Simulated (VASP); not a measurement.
# AlN (P6_3mc) in VASP: further runs

The runs below take AlN through single point, with PBE.

All numbers are computed with VASP 6.6.1; they aren't measurements. Logs are shortened: lines on timing, memory, paths and dates and some standing lists are left out, and cuts for length are marked.

### Step 1. The cell of the first run

It takes space group P6_3mc (No. 186, hexagonal). The conventional cell has a = 3.218 Å, b = 3.218 Å, c = 4.853 Å, α = 90.00°, β = 90.00°, γ = 120.00°. Al (site symmetry 3m) has 4 N at 1.85 to 1.95 Å within 2.5 Å. N (site symmetry 3m) has 4 Al at 1.85 to 1.95 Å within 2.5 Å.

### Step 2. Single point, PBE

The input, INCAR:

```
PREC = Accurate
ENCUT = 520
EDIFF = 1E-6
ISMEAR = 0
SIGMA = 0.02
LREAL = False
LASPH = True
NELM = 80
ALGO = Normal
ISIF = 2
LWAVE = False
LCHARG = False
GGA = PE
NBANDS = 16
```

The input, KPOINTS:

```
regular mesh
0
Gamma
  9 9 6
```

The input, POSCAR:

```
AlN
1.0
    3.2184289305      0.0000000000      0.0000000000
   -1.6092144652      2.7872412141      0.0000000000
    0.0000000000      0.0000000000      4.8534356901
Al N
2 2
Direct
    0.6666666667      0.3333333333      0.0017287175
    0.3333333333      0.6666666667      0.5017287175
    0.6666666667      0.3333333333      0.3832712825
    0.3333333333      0.6666666667      0.8832712825
```

Potentials or basis: VASP PAW PBE potentials, release 64 (Al, N).

On the command line:

```sh
> cat potpaw_PBE.64/Al/POTCAR potpaw_PBE.64/N/POTCAR > POTCAR
> mpirun -np 1 vasp_std > vasp.out
```

OUTCAR:

```text
PREC = Accurate
   ENCUT = 520
   EDIFF = 1E-6
   ISMEAR = 0
   LREAL = False
   LASPH = True
   NELM = 80
   ISIF = 2
   GGA = PE

 ion  position               nearest neighbor table
   1  0.667  0.333  0.002-   3 1.85   4 1.95   4 1.95   4 1.95   2 3.06   2 3.06   2 3.06   2 3.06
                             2 3.06   2 3.06
   2  0.333  0.667  0.502-   4 1.85   3 1.95   3 1.95   3 1.95   1 3.06   1 3.06   1 3.06   1 3.06
                             1 3.06   1 3.06
   3  0.667  0.333  0.383-   1 1.85   2 1.95   2 1.95   2 1.95
   4  0.333  0.667  0.883-   2 1.85   1 1.95   1 1.95   1 1.95

  LATTYP: Found a hexagonal cell.
 ALAT       =     3.2184289305
 C/A-ratio  =     1.5080139394

  Lattice vectors:

 A1 = (   3.2184289305,   0.0000000000,   0.0000000000)
 A2 = (  -1.6092144652,   2.7872412141,   0.0000000000)
 A3 = (   0.0000000000,   0.0000000000,   4.8534356901)

Analysis of symmetry for initial positions (statically):
=====================================================================
 Subroutine PRICEL returns:
 Original cell was already a primitive cell.

 Routine SETGRP: Setting up the symmetry group for a
 hexagonal supercell.

 Subroutine GETGRP returns: Found 12 space group operations
 (whereof  6 operations were pure point group operations)
 out of a pool of 24 trial point group operations.

The static configuration has the point symmetry C_3v.
 The point group associated with its full space group is C_6v.

Analysis of symmetry for dynamics (positions and initial velocities):
=====================================================================
 Subroutine PRICEL returns:
 Original cell was already a primitive cell.

 Routine SETGRP: Setting up the symmetry group for a
 hexagonal supercell.

 Subroutine GETGRP returns: Found 12 space group operations
 (whereof  6 operations were pure point group operations)
 out of a pool of 24 trial point group operations.

The dynamic configuration has the point symmetry C_3v.
 The point group associated with its full space group is C_6v.

 Subroutine INISYM returns: Found 12 space group operations
 (whereof  6 operations are pure point group operations),
 and found     1 'primitive' translations

----------------------------------------------------------------------------------------

[... 91 lines left out ...]
   LNONCOLLINEAR =      F non collinear calculations
   LSORBIT =      F    spin-orbit coupling
   LASPH  =      T    aspherical Exc in radial PAW
   ENCUT  =  520.0 eV  38.22 Ry    6.18 a.u.   5.98  5.98  9.02*2*pi/ulx,y,z
   NELM   =     80;   NELMIN=  2; NELMDL= -5     # of ELM steps
   EDIFF  = 0.1E-05   stopping-criterion for ELM
   LREAL  =      F    real-space projection
   EDIFFG = 0.1E-04   stopping-criterion for IOM
   NSW    =      0    number of steps for IOM
   IBRION =     -1    ionic relax: 0-MD 1-quasi-New 2-CG
   NFREE  =      0    steps in history (QN), initial steepest desc. (CG)
   ISIF   =      2    stress and relaxation
   ISYM   =      2    0-nonsym 1-usesym 2-fastsym
   POTIM  = 0.5000    time-step for ionic-motion
   TEBEG  =    0.0;   TEEND  =   0.0 temperature during run
   PSTRESS=    0.0 pullay stress
   NELECT =      16.0000    total number of electrons
   NUPDOWN=      -1.0000    fix difference up-down
   EMIN   =  10.00;   EMAX   =-10.00  energy-range for DOS
   EFERMI =   0.00;   METHOD = LEGACY
   ISMEAR =     0;   SIGMA  =   0.02  broadening in eV -4-tet -1-fermi 0-gaus
   EFERMI_NEDOS =   21; number of points for ismear=-14 and -15
   IALGO  =     38    algorithm
   IMIX   =      4    mixing-type and parameters
     AMIX     =   0.40;   BMIX     =  1.00
     AMIX_MAG =   1.60;   BMIX_MAG =  1.00
  volume/ion in A,a.u.               =      10.88        73.45
  Fermi-wavevector in a.u.,A,eV,Ry     =   1.172624  2.215939 18.708662  1.375048
  Thomas-Fermi vector in A             =   2.309050
   LORBIT       =      0    0 simple, 1 ext, 2 COOP (PROOUT), +10 PAW based schemes
   GGA     = PE    functional components
   LHFCALC =     F    Hartree Fock is set to
   AEXX    =    0.0000 exact exchange contribution
   IVDW    =     0    specifies the selected vdW correction
   LEPSILON=     F    determine dielectric tensor
   LRPA    =     F    only Hartree local field effects (RPA)
 non-spin polarized calculation
 Gauss-broadening in eV      SIGMA  =   0.02
  energy-cutoff  :      520.00
  volume of cell :       43.54
 maximum number of plane-waves:      1194
 NGX is ok and might be reduce to    24
   NGX = 11   NGY = 11   NGZ = 19

 number of electron      16.0000004 magnetization

 Free energy of the ion-electron system (eV)
  ---------------------------------------------------
  ext. energy  EPLUGINS =         0.00000000
  ---------------------------------------------------
  free energy    TOTEN  =       -29.63910064 eV

  energy without entropy =      -29.63910064  energy(sigma->0) =      -29.63910064

 E-fermi :   6.0468     XC(G=0): -10.7268

 val. band max:        5.9076744449   @ k =   0.0000   0.0000   0.0000
 cond. band min:       9.6052167358   @ k =   0.0000   0.0000   0.0000
 fundamental gap:      3.6975422909
 Fermi energy:         6.0468161633

 k-point     1 :       0.0000    0.0000    0.0000
  band No.  band energies     occupation
      1      -9.1910      2.00000
      2      -6.9244      2.00000
      3       0.1184      2.00000
      4       4.6934      2.00000
      5       4.6934      2.00000
      6       5.5116      2.00000
[... 433 lines left out ...]
      3       1.1806      2.00000
      4       1.6344      2.00000
      5       1.6344      2.00000
      6       3.3999      2.00000
[... 8 lines left out ...]
     15      18.4499      0.00000
     16      19.9500      0.00000

 [... further k-points ...]
[... 5 lines left out ...]
  --------------------------------------------------------------------------------------
  -------------------------------------------------------------------------------------
  Total       -3.1569192     -3.1569192      3.0833964     -0.0000000      0.0000000      0.0000000
  in kB     -116.1732891   -116.1732891    113.4676836     -0.0000000      0.0000000      0.0000000
  external PRESSURE =     -39.6262982 kB  Pullay stress =       0.0000000 kB

 VOLUME and BASIS-vectors are now :
 -----------------------------------------------------------------------------
  energy-cutoff  :      520.00
  volume of cell :       43.54
      direct lattice vectors                 reciprocal lattice vectors
     3.218428931  0.000000000  0.000000000     0.310710605  0.179388851  0.000000000
    -1.609214465  2.787241214  0.000000000     0.000000000  0.358777703  0.000000000
     0.000000000  0.000000000  4.853435690     0.000000000  0.000000000  0.206039611

 POSITION                                       TOTAL-FORCE (eV/Angst)
 -----------------------------------------------------------------------------------
      1.60921      0.92908      0.00839         0.000000     -0.000000     -0.757607
     -0.00000      1.85816      2.43511        -0.000000      0.000000     -0.757607
      1.60921      0.92908      1.86018         0.000000     -0.000000      0.757607
     -0.00000      1.85816      4.28690        -0.000000      0.000000      0.757607
 -----------------------------------------------------------------------------------
    total drift:                                0.000000      0.000000      0.000310

  FREE ENERGIE OF THE ION-ELECTRON SYSTEM (eV)
  ---------------------------------------------------
  free  energy   TOTEN  =       -29.6391006400 eV

  energy  without entropy=      -29.6391006400  energy(sigma->0) =      -29.63910064
```

stdout:

```text
POSCAR found type information on POSCAR AlN
 POSCAR found :  2 types and       4 ions
 scaLAPACK will be used
 LDA part: xc-table for (Slater+PW92), standard interpolation
 POSCAR, INCAR and KPOINTS ok, starting setup
 FFT: planning ... GRIDC
 FFT: planning ... GRID_SOFT
 FFT: planning ... GRID
 WAVECAR not read
 entering main loop
```

It took 16 s on 1 thread of Intel Xeon Platinum 8259CL at 2.50GHz (Skylake/Cascade Lake), shared host; peak memory 0.16 GiB.

Results:

```yaml
Free_energy: -29.6391 eV
Pressure: -4.0 GPa
Largest_force: 0.758 eV/Å
Band_gap_on_the_k_mesh: 3.70 eV, direct
```

Forces in eV/Å, atoms in the order of the input:
```
Al   0.000  0.000 -0.758
Al   0.000  0.000 -0.758
N    0.000  0.000  0.758
N    0.000  0.000  0.758
```

Levels at points of the mesh, in eV from the valence-band top:
| k point | band 5 | band 6 | band 7 | band 8 | band 9 | band 10 | band 11 | band 12 |
| --- | --- | --- | --- | --- | --- | --- | --- | --- |
| (0.00, 0.00, 0.00) | -1.21 | -0.40 | -0.40 | 0.00 | 3.70 | 5.62 | 10.18 | 10.18 |
| (0.00, 0.00, 0.50) | -0.82 | -0.82 | -0.82 | -0.82 | 5.74 | 5.74 | 10.11 | 10.11 |

A k mesh can miss the band edges.

### Step 3. Single point, PBE

This run uses another cell than the first one, of 11.06 Å³/atom, 1.016 times its volume.

The input, INCAR:

```
PREC = Accurate ; ENCUT = 520
EDIFF = 1E-7 ; ISMEAR = 0
SIGMA = 0.02 ; LREAL = F
LASPH = T ; NELM = 100
ALGO = Normal ; ISIF = 2
LWAVE = F ; LCHARG = T
GGA = PE ; LELF = T
LVHAR = T ; NBANDS = 16
```

KPOINTS is that of step 2.

The input, POSCAR:

```
AlN
1.0
    3.2184289305      0.0000000000      0.0000000000
   -1.6092144652      2.7872412141      0.0000000000
    0.0000000000      0.0000000000      4.9334470574
Al N
2 2
Direct
    0.6666666667      0.3333333333     -0.0021673808
    0.3333333333      0.6666666667      0.4978326192
    0.6666666667      0.3333333333      0.3871673808
    0.3333333333      0.6666666667      0.8871673808
```

Potentials or basis: VASP PAW PBE potentials, release 64 (Al, N).

On the command line:

```sh
> cat potpaw_PBE.64/Al/POTCAR potpaw_PBE.64/N/POTCAR > POTCAR
> mpirun -np 1 vasp_std > vasp.out
```

OUTCAR:

```text
PREC = Accurate
   ENCUT = 520
   EDIFF = 1E-7
   ISMEAR = 0
   LREAL = F
   LASPH = T
   NELM = 100
   ISIF = 2
   GGA = PE

 ion  position               nearest neighbor table
   1  0.667  0.333  0.998-   3 1.92   4 1.94   4 1.94   4 1.94   2 3.09   2 3.09   2 3.09   2 3.09
                             2 3.09   2 3.09
   2  0.333  0.667  0.498-   4 1.92   3 1.94   3 1.94   3 1.94   1 3.09   1 3.09   1 3.09   1 3.09
                             1 3.09   1 3.09
   3  0.667  0.333  0.387-   1 1.92   2 1.94   2 1.94   2 1.94
   4  0.333  0.667  0.887-   2 1.92   1 1.94   1 1.94   1 1.94

  LATTYP: Found a hexagonal cell.
 ALAT       =     3.2184289305
 C/A-ratio  =     1.5328743197

  Lattice vectors:

 A1 = (   3.2184289305,   0.0000000000,   0.0000000000)
 A2 = (  -1.6092144652,   2.7872412141,   0.0000000000)
 A3 = (   0.0000000000,   0.0000000000,   4.9334470574)

Analysis of symmetry for initial positions (statically):
=====================================================================
 Subroutine PRICEL returns:
 Original cell was already a primitive cell.

[... 172 lines left out ...]
  free energy    TOTEN  =       -29.68997911 eV

  energy without entropy =      -29.68997911  energy(sigma->0) =      -29.68997911

 E-fermi :   5.9685     XC(G=0): -10.6607

 val. band max:        5.8473656835   @ k =   0.0000   0.0000   0.0000
 cond. band min:       9.3330577944   @ k =   0.0000   0.0000   0.0000
 fundamental gap:      3.4856921109
 Fermi energy:         5.9684635277

 k-point     1 :       0.0000    0.0000    0.0000
  band No.  band energies     occupation
      1      -9.2371      2.00000
      2      -7.0900      2.00000
      3       0.0290      2.00000
      4       4.5753      2.00000
      5       4.5753      2.00000
      6       5.3378      2.00000
[... 433 lines left out ...]
      3       1.0957      2.00000
      4       1.5181      2.00000
      5       1.5181      2.00000
      6       3.1886      2.00000
[... 8 lines left out ...]
     15      18.1069      0.00000
     16      19.6864      0.00000

 [... further k-points ...]
[... 5 lines left out ...]
  --------------------------------------------------------------------------------------
  -------------------------------------------------------------------------------------
  Total       -3.1634945     -3.1634945     -0.0416313     -0.0000000      0.0000000     -0.0000000
  in kB     -114.5272178   -114.5272178     -1.5071670     -0.0000000      0.0000000     -0.0000000
  external PRESSURE =     -76.8538676 kB  Pullay stress =       0.0000000 kB

 VOLUME and BASIS-vectors are now :
 -----------------------------------------------------------------------------
  energy-cutoff  :      520.00
  volume of cell :       44.26
      direct lattice vectors                 reciprocal lattice vectors
     3.218428931  0.000000000  0.000000000     0.310710605  0.179388851  0.000000000
    -1.609214465  2.787241214  0.000000000     0.000000000  0.358777703  0.000000000
     0.000000000  0.000000000  4.933447057     0.000000000  0.000000000  0.202698030

 POSITION                                       TOTAL-FORCE (eV/Angst)
 -----------------------------------------------------------------------------------
      1.60921      0.92908      4.92275         0.000000     -0.000000      0.000321
     -0.00000      1.85816      2.45603        -0.000000      0.000000      0.000321
      1.60921      0.92908      1.91007         0.000000      0.000000     -0.000321
     -0.00000      1.85816      4.37679        -0.000000     -0.000000     -0.000321
 -----------------------------------------------------------------------------------
    total drift:                                0.000000      0.000000     -0.000974

  FREE ENERGIE OF THE ION-ELECTRON SYSTEM (eV)
  ---------------------------------------------------
  free  energy   TOTEN  =       -29.6899791149 eV

  energy  without entropy=      -29.6899791149  energy(sigma->0) =      -29.68997911
```

Run time: 20 s. Hardware: 1 thread of Intel Xeon Platinum 8259CL at 2.50GHz (Skylake/Cascade Lake), shared host; peak memory 0.17 GiB.

Results:

| Property | Result |
| --- | --- |
| Free energy | -29.6900 eV |
| Pressure | -7.7 GPa |
| Band gap on the k mesh | 3.49 eV, direct |

Stress tensor (GPa, compression positive):
```
-11.45   0.00   0.00
  0.00 -11.45   0.00
  0.00   0.00  -0.15
```
